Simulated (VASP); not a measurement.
# Hf2Sb3Ir (P-4m2) in VASP: single point with r2SCAN

Aim: the single point of Hf2Sb3Ir with r2SCAN.

Everything below comes from runs of VASP 6.6.1. Logs are shortened: lines on timing, memory, paths and dates and some standing lists are left out, and cuts for length are marked.

### 1 The cell of the first run

The structure is tetragonal, space group P-4m2 (No. 115). Conventional cell: a = 3.996 Å, b = 3.996 Å, c = 8.758 Å, α = 90.00°, β = 90.00°, γ = 90.00°. Within 3.7 Å of Sb (site symmetry -4m2) lie 4 Ir at 2.83 Å and 4 Hf at 3.07 Å. Sb (site symmetry 2mm) has 5 Hf at 3.00 to 3.08 Å and 10 Sb at 3.50 to 4.00 Å and 2 Ir at 3.90 Å within 4.0 Å. Within 3.7 Å of Ir (site symmetry -4m2) lie 4 Sb at 2.83 Å and 4 Hf at 3.07 Å. Hf (site symmetry 2mm) has 7 Sb at 3.00 to 3.08 Å and 2 Ir at 3.07 Å and 4 Hf at 4.00 Å within 4.0 Å.

### 2 Single point, r2SCAN

Contents of POSCAR:

```
Hf2Sb3Ir
1.0
    3.9962280000      0.0000000000      0.0000000000
    0.0000000000      3.9962280000      0.0000000000
    0.0000000000      0.0000000000      8.7582560000
Sb Ir Hf
3 1 2
Direct
    0.5000000000      0.5000000000      0.0000000000
    0.0000000000      0.5000000000      0.3820000000
    0.5000000000      0.0000000000      0.6180000000
    0.0000000000      0.0000000000      0.0000000000
    0.0000000000      0.5000000000      0.7340000000
    0.5000000000      0.0000000000      0.2660000000
```

Contents of INCAR.step1:

```
SYSTEM = Hf2Sb3Ir
PREC     = Accurate       ! precision mode
ENCUT    = 520            ! plane-wave cutoff, eV
ISMEAR   = -1             ! smearing method
SIGMA    = 0.026          ! smearing width, eV
LREAL    = .FALSE.        ! projectors in reciprocal space
LASPH    = .TRUE.         ! aspherical terms in the spheres
NELM     = 60             ! most SCF steps
NBANDS   = 31             ! bands
GGA      = PE             ! functional
ALGO     = Normal         ! electronic algorithm
EDIFF    = 1E-4           ! SCF threshold, eV
LWAVE    = .TRUE.         ! write WAVECAR
LCHARG   = .FALSE.        ! write CHGCAR
```

Contents of INCAR.step2:

```
SYSTEM = Hf2Sb3Ir
PREC     = Accurate       ! precision mode
ENCUT    = 520            ! plane-wave cutoff, eV
EDIFF    = 1E-7           ! SCF threshold, eV
ISMEAR   = -1             ! smearing method
SIGMA    = 0.026          ! smearing width, eV
LREAL    = .FALSE.        ! projectors in reciprocal space
LASPH    = .TRUE.         ! aspherical terms in the spheres
NELM     = 60             ! most SCF steps
ALGO     = Normal         ! electronic algorithm
ISIF     = 2              ! what is computed and relaxed
LWAVE    = .FALSE.        ! write WAVECAR
LCHARG   = .FALSE.        ! write CHGCAR
METAGGA  = R2SCAN         ! meta-GGA
LMIXTAU  = .TRUE.       
NBANDS   = 31             ! bands
ISTART   = 1
```

Contents of KPOINTS:

```
Automatic mesh
0
G
  9 9 4
  0 0 0
```

Potentials or basis: VASP PAW PBE potentials, release 64 (Sb, Ir, Hf_pv).

Command:

```console
$ cat potpaw_PBE.64/Sb/POTCAR potpaw_PBE.64/Ir/POTCAR potpaw_PBE.64/Hf_pv/POTCAR > POTCAR
$ cp INCAR.step1 INCAR
$ mpirun -np 1 vasp_std > vasp.out
$ cp INCAR.step2 INCAR
$ mpirun -np 1 vasp_std > vasp.out
```

OUTCAR:

```text
SYSTEM = Hf2Sb3Ir
   PREC = Accurate
   ENCUT = 520
   EDIFF = 1E-7
   ISMEAR = -1
   LREAL = .FALSE.
   LASPH = .TRUE.
   NELM = 60
   ISIF = 2
   METAGGA = R2SCAN
   ISTART = 1

 ion  position               nearest neighbor table
   1  0.500  0.500  0.000-   4 2.83   4 2.83   4 2.83   4 2.83   6 3.07   6 3.07   5 3.07   5 3.07

   2  0.000  0.500  0.382-   6 3.00   6 3.00   6 3.00   6 3.00   5 3.08   3 3.50   3 3.50   3 3.50
                             3 3.50
   3  0.500  0.000  0.618-   5 3.00   5 3.00   5 3.00   5 3.00   6 3.08   2 3.50   2 3.50   2 3.50
                             2 3.50
   4  0.000  0.000  0.000-   1 2.83   1 2.83   1 2.83   1 2.83   5 3.07   6 3.07   6 3.07   5 3.07

   5  0.000  0.500  0.734-   3 3.00   3 3.00   3 3.00   3 3.00   4 3.07   1 3.07   4 3.07   1 3.07
                             2 3.08
   6  0.500  0.000  0.266-   2 3.00   2 3.00   2 3.00   2 3.00   1 3.07   4 3.07   4 3.07   1 3.07
                             3 3.08

  LATTYP: Found a simple tetragonal cell.
 ALAT       =     3.9962280000
 C/A-ratio  =     2.1916307078

  Lattice vectors:

 A1 = (   3.9962280000,   0.0000000000,   0.0000000000)
 A2 = (   0.0000000000,   3.9962280000,   0.0000000000)
 A3 = (   0.0000000000,   0.0000000000,   8.7582560000)

Analysis of symmetry for initial positions (statically):
=====================================================================
 Subroutine PRICEL returns:
 Original cell was already a primitive cell.

 Routine SETGRP: Setting up the symmetry group for a
 simple tetragonal supercell.

 Subroutine GETGRP returns: Found  8 space group operations
 (whereof  8 operations were pure point group operations)
 out of a pool of 16 trial point group operations.

The static configuration has the point symmetry D_2d.

Analysis of symmetry for dynamics (positions and initial velocities):
=====================================================================
 Subroutine PRICEL returns:
 Original cell was already a primitive cell.

 Routine SETGRP: Setting up the symmetry group for a
 simple tetragonal supercell.

 Subroutine GETGRP returns: Found  8 space group operations
 (whereof  8 operations were pure point group operations)
 out of a pool of 16 trial point group operations.

The dynamic configuration has the point symmetry D_2d.

 Subroutine INISYM returns: Found  8 space group operations
 (whereof  8 operations are pure point group operations),
 and found     1 'primitive' translations

----------------------------------------------------------------------------------------

                                     Primitive cell

  volume of cell :     139.8679

  direct lattice vectors                    reciprocal lattice vectors
     3.996228000  0.000000000  0.000000000     0.250235973  0.000000000  0.000000000
     0.000000000  3.996228000  0.000000000     0.000000000  0.250235973  0.000000000
     0.000000000  0.000000000  8.758256000     0.000000000  0.000000000  0.114177982

  length of vectors
     3.996228000  3.996228000  8.758256000     0.250235973  0.250235973  0.114177982

  position of ions in fractional coordinates (direct lattice)
     0.500000000  0.500000000  0.000000000
     0.000000000  0.500000000  0.382000000
     0.500000000  0.000000000  0.618000000
     0.000000000  0.000000000  0.000000000
     0.000000000  0.500000000  0.734000000
     0.500000000  0.000000000  0.266000000

  ion indices of the primitive-cell ions
   primitive index   ion index
                 1           1
                 2           2
                 3           3
                 4           4
                 5           5
                 6           6

----------------------------------------------------------------------------------------

 KPOINTS: Automatic mesh

Automatic generation of k-mesh.
 Grid dimensions read from file:
 generate k-points for:    9    9    4

 Generating k-lattice:

  Cartesian coordinates                     Fractional coordinates (reciprocal lattice)
     0.027803997  0.000000000  0.000000000     0.111111111  0.000000000  0.000000000
     0.000000000  0.027803997  0.000000000     0.000000000  0.111111111  0.000000000
     0.000000000  0.000000000  0.028544496     0.000000000  0.000000000  0.250000000

  Length of vectors
     0.027803997  0.027803997  0.028544496

  Shift w.r.t. Gamma in fractional coordinates (k-lattice)
     0.000000000  0.000000000  0.000000000

 Subroutine IBZKPT returns following result:
 ===========================================

 Found     45 irreducible k-points:

 Following reciprocal coordinates:
            Coordinates               Weight
  0.000000  0.000000  0.000000      1.000000
  0.111111  0.000000  0.000000      4.000000
  0.222222  0.000000  0.000000      4.000000
  0.333333  0.000000  0.000000      4.000000
  0.444444  0.000000  0.000000      4.000000
  0.111111  0.111111  0.000000      4.000000
[... 16 lines left out ...]
  0.333333  0.111111  0.250000     16.000000
  0.444444  0.111111  0.250000     16.000000
 [... further k-points ...]
   k-points           NKPTS =     45   k-points in BZ     NKDIM =     45   number of bands    NBANDS=     31
   number of dos      NEDOS =    301   number of ions     NIONS =      6
   total plane-waves  NPLWV =  63000
   dimension x,y,z NGX =    30 NGY =   30 NGZ =   70
   dimension x,y,z NGXF=    60 NGYF=   60 NGZF=  140
   ions per type =               3   1   2
   NGX,Y,Z   is equivalent  to a cutoff of  12.48, 12.48, 13.29 a.u.
   NGXF,Y,Z  is equivalent  to a cutoff of  24.96, 24.96, 26.57 a.u.
 SYSTEM =  Hf2Sb3Ir
   PREC   = accura    normal or accurate (medium, high low for compatibility)
   ISTART =      1    job   : 0-new  1-cont  2-samecut
   ICHARG =      0    charge: 1-file 2-atom 10-const
   ISPIN  =      1    spin polarized calculation?
   LNONCOLLINEAR =      F non collinear calculations
   LSORBIT =      F    spin-orbit coupling
   LASPH  =      T    aspherical Exc in radial PAW
   ENCUT  =  520.0 eV  38.22 Ry    6.18 a.u.   7.43  7.43 16.28*2*pi/ulx,y,z
   NELM   =     60;   NELMIN=  2; NELMDL=  0     # of ELM steps
   EDIFF  = 0.1E-06   stopping-criterion for ELM
   LREAL  =      F    real-space projection
   EDIFFG = 0.1E-05   stopping-criterion for IOM
   NSW    =      0    number of steps for IOM
   IBRION =     -1    ionic relax: 0-MD 1-quasi-New 2-CG
   NFREE  =      0    steps in history (QN), initial steepest desc. (CG)
   ISIF   =      2    stress and relaxation
   ISYM   =      2    0-nonsym 1-usesym 2-fastsym
   POTIM  = 0.5000    time-step for ionic-motion
   TEBEG  =    0.0;   TEEND  =   0.0 temperature during run
   PSTRESS=    0.0 pullay stress
   NELECT =      44.0000    total number of electrons
   NUPDOWN=      -1.0000    fix difference up-down
   EMIN   =  10.00;   EMAX   =-10.00  energy-range for DOS
   EFERMI =   0.00;   METHOD = LEGACY
   ISMEAR =    -1;   SIGMA  =   0.03  broadening in eV -4-tet -1-fermi 0-gaus
   EFERMI_NEDOS =   21; number of points for ismear=-14 and -15
   IALGO  =     38    algorithm
   IMIX   =      4    mixing-type and parameters
     AMIX     =   0.40;   BMIX     =  1.00
     AMIX_MAG =   1.60;   BMIX_MAG =  1.00
  volume/ion in A,a.u.               =      23.31       157.31
  Fermi-wavevector in a.u.,A,eV,Ry     =   1.113405  2.104030 16.866731  1.239670
  Thomas-Fermi vector in A             =   2.249989
   LORBIT       =      0    0 simple, 1 ext, 2 COOP (PROOUT), +10 PAW based schemes
   METAGGA = R2SCAN    functional components
   LHFCALC =     F    Hartree Fock is set to
   AEXX    =    0.0000 exact exchange contribution
   IVDW    =     0    specifies the selected vdW correction
   LEPSILON=     F    determine dielectric tensor
   LRPA    =     F    only Hartree local field effects (RPA)
 non-spin polarized calculation
  energy-cutoff  :      520.00
  volume of cell :      139.87
 maximum number of plane-waves:      3841
 NGX is ok and might be reduce to    30
   NGX = 15   NGY = 15   NGZ = 33

 number of electron      44.0000000 magnetization

 Free energy of the ion-electron system (eV)
  ---------------------------------------------------
  ext. energy  EPLUGINS =         0.00000000
  ---------------------------------------------------
  free energy    TOTEN  =      -222.09690627 eV

  energy without entropy =     -222.08581504  energy(sigma->0) =     -222.09136066

 E-fermi :   7.0308     XC(G=0): -11.5957

 val. band max:        7.0165619764   @ k =   0.4444   0.0000   0.0000
 cond. band min:       7.0322472601   @ k =   0.4444   0.1111   0.2500
 fundamental gap:      0.0156852837
 Fermi energy:         7.0308363463

 k-point     1 :       0.0000    0.0000    0.0000
  band No.  band energies     occupation
      1     -25.4012      2.00000
      2     -25.3909      2.00000
      3     -25.3629      2.00000
      4     -25.3629      2.00000
      5     -25.3185      2.00000
      6     -25.3185      2.00000
[... 23 lines left out ...]
     30      10.4813      0.00000
     31      10.4813      0.00000

 k-point     2 :       0.1111    0.0000    0.0000
  band No.  band energies     occupation
      1     -25.4004      2.00000
      2     -25.3907      2.00000
      3     -25.3681      2.00000
      4     -25.3623      2.00000
      5     -25.3234      2.00000
      6     -25.3178      2.00000
[... 23 lines left out ...]
     30      10.2293      0.00000
     31      10.8272      0.00000

 k-point     3 :       0.2222    0.0000    0.0000
  band No.  band energies     occupation
      1     -25.3982      2.00000
      2     -25.3903      2.00000
      3     -25.3812      2.00000
      4     -25.3607      2.00000
      5     -25.3357      2.00000
      6     -25.3162      2.00000
[... 23 lines left out ...]
     30      10.1844      0.00000
     31      11.6554      0.00000

 k-point     4 :       0.3333    0.0000    0.0000
  band No.  band energies     occupation
      1     -25.3970      2.00000
      2     -25.3947      2.00000
      3     -25.3900      2.00000
      4     -25.3589      2.00000
      5     -25.3496      2.00000
      6     -25.3144      2.00000
[... 23 lines left out ...]
     30      10.5110      0.00000
     31      11.6689      0.00000

 k-point     5 :       0.4444    0.0000    0.0000
  band No.  band energies     occupation
      1     -25.4060      2.00000
      2     -25.3928      2.00000
      3     -25.3906      2.00000
      4     -25.3587      2.00000
      5     -25.3577      2.00000
      6     -25.3132      2.00000
[... 23 lines left out ...]
     30      10.9925      0.00000
     31      11.5393      0.00000
[... 542 lines left out ...]
     30      10.4247      0.00000
     31      10.8010      0.00000

 k-point    22 :       0.2222    0.1111    0.2500
  band No.  band energies     occupation
      1     -25.3966      2.00000
      2     -25.3910      2.00000
      3     -25.3804      2.00000
      4     -25.3658      2.00000
      5     -25.3349      2.00000
      6     -25.3210      2.00000
[... 23 lines left out ...]
     30      10.6582      0.00000
     31      11.1079      0.00000

 k-point    23 :       0.3333    0.1111    0.2500
  band No.  band energies     occupation
      1     -25.3964      2.00000
      2     -25.3933      2.00000
      3     -25.3901      2.00000
      4     -25.3640      2.00000
      5     -25.3488      2.00000
      6     -25.3191      2.00000
[... 23 lines left out ...]
     30      10.5339      0.00000
     31      11.6090      0.00000

 k-point    24 :       0.4444    0.1111    0.2500
  band No.  band energies     occupation
      1     -25.4053      2.00000
      2     -25.3918      2.00000
      3     -25.3903      2.00000
      4     -25.3628      2.00000
      5     -25.3578      2.00000
      6     -25.3179      2.00000
[... 23 lines left out ...]
     30      10.7315      0.00000
     31      11.3654      0.00000

 [... further k-points ...]
[... 5 lines left out ...]
  --------------------------------------------------------------------------------------
  -------------------------------------------------------------------------------------
  Total       -6.7996508     -6.7996508     -6.7781383      0.0000000      0.0000000      0.0000000
  in kB      -77.8895220    -77.8895220    -77.6430982      0.0000000      0.0000000      0.0000000
  external PRESSURE =     -77.8073808 kB  Pullay stress =       0.0000000 kB

 VOLUME and BASIS-vectors are now :
 -----------------------------------------------------------------------------
  energy-cutoff  :      520.00
  volume of cell :      139.87
      direct lattice vectors                 reciprocal lattice vectors
     3.996228000  0.000000000  0.000000000     0.250235973  0.000000000  0.000000000
     0.000000000  3.996228000  0.000000000     0.000000000  0.250235973  0.000000000
     0.000000000  0.000000000  8.758256000     0.000000000  0.000000000  0.114177982

 POSITION                                       TOTAL-FORCE (eV/Angst)
 -----------------------------------------------------------------------------------
      1.99811      1.99811      0.00000        -0.000000      0.000000      0.000000
      0.00000      1.99811      3.34565        -0.000000     -0.000000     -0.195815
      1.99811      0.00000      5.41260        -0.000000     -0.000000      0.195815
      0.00000      0.00000      0.00000        -0.000000     -0.000000      0.000000
      0.00000      1.99811      6.42856        -0.000000     -0.000000      1.145312
      1.99811      0.00000      2.32970         0.000000     -0.000000     -1.145312
 -----------------------------------------------------------------------------------
    total drift:                                0.000000      0.000000      0.000000

  FREE ENERGIE OF THE ION-ELECTRON SYSTEM (eV)
  ---------------------------------------------------
  free  energy   TOTEN  =      -222.0969062748 eV

  energy  without entropy=     -222.0858150409  energy(sigma->0) =     -222.09136066
```

Run time: 20 min. Hardware: 1 thread of Oxide Virtual Turin-like, shared host; peak memory 0.35 GiB.

What came out:

| Property | Result |
| --- | --- |
| Free energy | -222.0969 eV |
| Pressure | -7.8 GPa |
| Largest force | 1.145 eV/Å |
| Band gap on the k mesh | zero (band 22 reaches 7.47 eV, above the bottom of band 23 at 6.13 eV) |

Forces in eV/Å, atoms in the order of the input:
```
Sb   0.000  0.000  0.000
Sb   0.000  0.000 -0.196
Sb   0.000  0.000  0.196
Ir   0.000  0.000  0.000
Hf   0.000  0.000  1.145
Hf   0.000  0.000 -1.145
```

Levels at points of the mesh, in eV from the Fermi level:
```
           k point  band 18  band 19  band 20  band 21  band 22  band 23  band 24  band 25  band 26  band 27
(0.00, 0.00, 0.00)    -1.69    -1.17    -1.17    -0.73    -0.17     0.92     0.92     0.96     1.99     2.04
(0.00, 0.00, 0.50)    -1.58    -1.23    -1.23    -0.70    -0.29     0.08     0.97     0.97     1.91     2.12
```

Caveat: the PAW data sets were made with another functional, which shifts forces and pressure a little; spin-orbit coupling is left out, which moves the levels of the heavy elements.
